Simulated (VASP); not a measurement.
# BN (F-43m) in VASP: notebook, part 2 of 3

VASP 6.6.1.

## (4) Vibrations by perturbation theory, PBEsol

This run uses another cell than the first one, of 5.86 Å³/atom.

Contents of INCAR:

```
SYSTEM = BN
ALGO = Normal ; EDIFF = 1E-8
ENCUT = 520 ; GGA = PS
IBRION = 8 ; ISIF = 2
ISMEAR = 0 ; LASPH = .True.
LCHARG = .False. ; LEPSILON = .True.
LREAL = .False. ; LWAVE = .False.
NELM = 100 ; NSW = 1
PREC = Accurate ; SIGMA = 0.01
```

Contents of KPOINTS:

```
k-points
0
Gamma
  12 12 12
  0 0 0
```

Contents of POSCAR:

```
BN
1.0
    0.0000000000      1.8028454624      1.8028454624
    1.8028454624      0.0000000000      1.8028454624
    1.8028454624      1.8028454624      0.0000000000
B N
1 1
Direct
    0.0000000000      0.0000000000      0.0000000000
    0.7500000000      0.7500000000      0.7500000000
```

Potentials or basis: VASP PAW PBE potentials, release 64 (B, N).

Started as:

```console
> cat potpaw_PBE.64/B/POTCAR potpaw_PBE.64/N/POTCAR > POTCAR
> mpirun -np 1 vasp_std > vasp.out
```

OUTCAR:

```text
SYSTEM = BN
   EDIFF = 1E-8
   ENCUT = 520
   GGA = PS
   IBRION = 8
   ISIF = 2
   ISMEAR = 0
   LASPH = .True.
   LEPSILON = .True.
   LREAL = .False.
   NELM = 100
   NSW = 1
   PREC = Accurate

 ion  position               nearest neighbor table
   1  0.000  0.000  0.000-   2 1.56   2 1.56   2 1.56   2 1.56
   2  0.750  0.750  0.750-   1 1.56   1 1.56   1 1.56   1 1.56

  LATTYP: Found a face centered cubic cell.
 ALAT       =     3.6056909248

  Lattice vectors:

 A1 = (   0.0000000000,   1.8028454624,   1.8028454624)
 A2 = (   1.8028454624,   0.0000000000,   1.8028454624)
 A3 = (   1.8028454624,   1.8028454624,   0.0000000000)

Analysis of symmetry for initial positions (statically):
=====================================================================
 Subroutine PRICEL returns:
 Original cell was already a primitive cell.

 Routine SETGRP: Setting up the symmetry group for a
 face centered cubic supercell.

 Subroutine GETGRP returns: Found 24 space group operations
 (whereof 24 operations were pure point group operations)
 out of a pool of 48 trial point group operations.

The static configuration has the point symmetry T_d .

Analysis of symmetry for dynamics (positions and initial velocities):
=====================================================================
 Subroutine PRICEL returns:
 Original cell was already a primitive cell.

 Routine SETGRP: Setting up the symmetry group for a
 face centered cubic supercell.

 Subroutine GETGRP returns: Found 24 space group operations
 (whereof 24 operations were pure point group operations)
 out of a pool of 48 trial point group operations.

The dynamic configuration has the point symmetry T_d .

 Subroutine INISYM returns: Found 24 space group operations
 (whereof 24 operations are pure point group operations),
 and found     1 'primitive' translations

----------------------------------------------------------------------------------------

                                     Primitive cell

  volume of cell :      11.7194

  direct lattice vectors                    reciprocal lattice vectors
     0.000000000  1.802845462  1.802845462    -0.277339356  0.277339356  0.277339356
     1.802845462  0.000000000  1.802845462     0.277339356 -0.277339356  0.277339356
     1.802845462  1.802845462  0.000000000     0.277339356  0.277339356 -0.277339356

  length of vectors
     2.549608504  2.549608504  2.549608504     0.480365856  0.480365856  0.480365856

  position of ions in fractional coordinates (direct lattice)
     0.000000000  0.000000000  0.000000000
     0.750000000  0.750000000  0.750000000

[... 452 lines left out ...]
 -----------------------------------------------------------------------------
    -0.00046  1.03022  0.00000
     1.03022 -0.00046  0.00000
     0.00000  0.00000  0.00038

--------------------------------------- Ionic step        4  -------------------------------------------

------------------------ aborting loop because EDIFF is reached ----------------------------------------

[... ionic steps 5 to 6 ...]

--------------------------------------- Ionic step        7  -------------------------------------------

 Free energy of the ion-electron system (eV)
  ---------------------------------------------------
  ---------------------------------------------------
  free energy    TOTEN  =        -0.22960854 eV

  energy without entropy =       -0.22960854

------------------------ aborting loop because EDIFF is reached ----------------------------------------

 INTERNAL STRAIN TENSOR  FOR ION    2  DIRECTION 1   (eV/Angst):
 -----------------------------------------------------------------------------
     0.00810  0.00000  0.00000
     0.00000 -0.00295  2.58555
     0.00000  2.58555 -0.00295

 MACROSCOPIC STATIC DIELECTRIC TENSOR (including local field effects in DFT)
 ------------------------------------------------------
           4.630484     0.000000    -0.000000
           0.000000     4.630484     0.000000
          -0.000000     0.000000     4.630484
 ------------------------------------------------------

 PIEZOELECTRIC TENSOR (including local field effects)  for field in x, y, z        (e  Angst)
          XX          YY          ZZ          XY          YZ          ZX
  --------------------------------------------------------------------------------
  x    -0.00000    -0.00000     0.00000     0.00000     0.75403     0.00000
  y    -0.00000    -0.00000    -0.00000     0.00000     0.00000     0.75403
  z     0.00000     0.00000    -0.00000     0.75403     0.00000     0.00000

 PIEZOELECTRIC TENSOR (including local field effects)  for field in x, y, z        (C/m^2)
          XX          YY          ZZ          XY          YZ          ZX
  --------------------------------------------------------------------------------
  x    -0.00000    -0.00000     0.00000     0.00000     1.03084     0.00000
  y    -0.00000    -0.00000    -0.00000     0.00000     0.00000     1.03084
  z     0.00000     0.00000    -0.00000     1.03084     0.00000     0.00000

 BORN EFFECTIVE CHARGES (including local field effects) (in |e|, cummulative output)
 ---------------------------------------------------------------------------------
 ion    1
    1     1.89917    -0.00000    -0.00000
    2     0.00000     1.89917     0.00000
    3     0.00000     0.00000     1.89917
 ion    2
    1    -1.89917     0.00000     0.00000
    2     0.00000    -1.89917    -0.00000
    3     0.00000     0.00000    -1.89917

 INTERNAL STRAIN TENSOR FOR ION    2 for displacements in x,y,z  (eV/Angst):
          X           Y           Z          XY          YZ          ZX
  --------------------------------------------------------------------------------
  x     0.00000     0.00000     0.00000     0.00000     2.58555     0.00000
  y     0.00000     0.00000     0.00000     0.00000     0.00000     2.58555
  z     0.00000     0.00000     0.00000     2.58555     0.00000     0.00000

 SECOND DERIVATIVES (NOT SYMMETRIZED)
 ------------------------------------
               1X          1Y          1Z          2X          2Y          2Z
  1X   -24.726821    0.000000    0.000000   24.726821    0.000000    0.000000
  1Y     0.000000  -24.726821    0.000000    0.000000   24.726821    0.000000
  1Z     0.000000    0.000000  -24.726821    0.000000    0.000000   24.726821
  2X    24.723355    0.000000    0.000000  -24.723355    0.000000    0.000000
  2Y     0.000000   24.723355    0.000000    0.000000  -24.723355    0.000000
  2Z     0.000000    0.000000   24.723355    0.000000    0.000000  -24.723355

 Eigenvectors and eigenvalues of the dynamical matrix
 ----------------------------------------------------

   1 f  =   31.473137 THz   197.751551 2PiTHz 1049.830844 cm-1   130.162377 meV
             X         Y         Z           dx          dy          dz
      0.000000  0.000000  0.000000    -0.000000    0.670921   -0.337909
      2.704268  2.704268  2.704268    -0.000000   -0.589514    0.296909
[... 21 lines left out ...]
   6 f/i=    0.001094 THz     0.006874 2PiTHz    0.036492 cm-1     0.004524 meV
             X         Y         Z           dx          dy          dz
      0.000000  0.000000  0.000000     0.445084    0.198701   -0.445084
      2.704268  2.704268  2.704268     0.506547    0.226140   -0.506547

--------------------------------------------------------------------------------------------------------

 MACROSCOPIC STATIC DIELECTRIC TENSOR IONIC CONTRIBUTION
 ------------------------------------------------------
           2.252431    -0.000000    -0.000000
          -0.000000     2.252431    -0.000000
          -0.000000    -0.000000     2.252431
 ------------------------------------------------------

 ELASTIC MODULI CONTR FROM IONIC RELAXATION (kBar)
 Direction    XX          YY          ZZ          XY          YZ          ZX
 --------------------------------------------------------------------------------
 XX          -0.0000      0.0000      0.0000      0.0000     -0.0000     -0.0000
 YY           0.0000     -0.0000     -0.0000      0.0000      0.0000     -0.0000
 ZZ           0.0000     -0.0000     -0.0000     -0.0000      0.0000     -0.0000
 XY           0.0000      0.0000     -0.0000    -34.6922      0.0000      0.0000
 YZ          -0.0000      0.0000      0.0000      0.0000    -34.6922      0.0000
 ZX          -0.0000     -0.0000     -0.0000      0.0000      0.0000    -34.6922
 --------------------------------------------------------------------------------

 PIEZOELECTRIC TENSOR IONIC CONTR  for field in x, y, z        (C/m^2)
          XX          YY          ZZ          XY          YZ          ZX
  --------------------------------------------------------------------------------
  x    -0.00000     0.00000     0.00000     0.00000    -0.26304     0.00000
  y    -0.00000    -0.00000    -0.00000     0.00000     0.00000    -0.26304
  z     0.00000     0.00000    -0.00000    -0.26304     0.00000     0.00000
```

OSZICAR:

```text
N       E                     dE             d eps       ncg     rms          rms(c)
DAV:   1     0.831812486062E+01    0.83181E+01   -0.53947E+03  1208   0.100E+03
DAV:   2    -0.191183054428E+02   -0.27436E+02   -0.26514E+02  1608   0.175E+02
DAV:   3    -0.193038897613E+02   -0.18558E+00   -0.18558E+00  1352   0.178E+01
DAV:   4    -0.193040449094E+02   -0.15515E-03   -0.15515E-03  1560   0.441E-01
[... 137 lines left out ...]
RMM:   7    -0.229608399251E+00    0.43393E-05   -0.62135E-08  7469   0.663E-04    0.598E-05
RMM:   8    -0.229608674740E+00   -0.27549E-06   -0.48050E-09  6915   0.683E-05    0.266E-05
RMM:   9    -0.229608550186E+00    0.12455E-06    0.23780E-09  7765   0.353E-05    0.172E-06
RMM:  10    -0.229608544298E+00    0.58884E-08   -0.11225E-09  6644   0.241E-06    0.823E-07
 Linear response finished
```

stdout:

```text
POSCAR found type information on POSCAR B N
 POSCAR found :  2 types and       2 ions
 scaLAPACK will be used
 -----------------------------------------------------------------------------
|                                                                             |
|                                                                             |
[... 39 lines left out ...]
 first order change of Fermi-energy  -0.56493E-05
 force on displaced ion       1 direction 1 : -24.727  -0.000  -0.000
 Born effective charge ion    1 direction 1 :   1.899   0.000   0.000
 Linear response progress:
 first order change of Fermi-energy   0.27021E-03
 force on displaced ion       2 direction 1 : -24.723  -0.000  -0.000
 Born effective charge ion    2 direction 1 :  -1.899   0.000   0.000
 Born effective charges drift removed
 Linear response finished
```

Wall time 90 s (1 thread of AMD EPYC 9R45 (Zen 5), shared host); peak memory 0.15 GiB.

What came out:

| Property | Result |
| --- | --- |
| Electronic dielectric tensor (diagonal) | 4.63 |
| Born charges (mean of the diagonal) | B +1.90; N -1.90 e |
| Highest phonon frequency at Γ, LO-TO splitting left out | 1050 cm⁻¹ |

Phonon frequencies in cm⁻¹ (negative: imaginary):
| q point | frequencies |
| --- | --- |
| (0.000, 0.000, 0.000) | 0 0 0 1050 1050 1050 |

Electronic dielectric tensor:
```
4.63 0.00 0.00
0.00 4.63 0.00
0.00 0.00 4.63
```

Born effective charge tensors (e):
atom 1, B
```
1.90 0.00 0.00
0.00 1.90 0.00
0.00 0.00 1.90
```
atom 2, N
```
-1.90  0.00  0.00
 0.00 -1.90  0.00
 0.00  0.00 -1.90
```

Caveat: the PAW data sets were made with another functional, which shifts forces and pressure a little.

(Continued in part 3 of 3.)
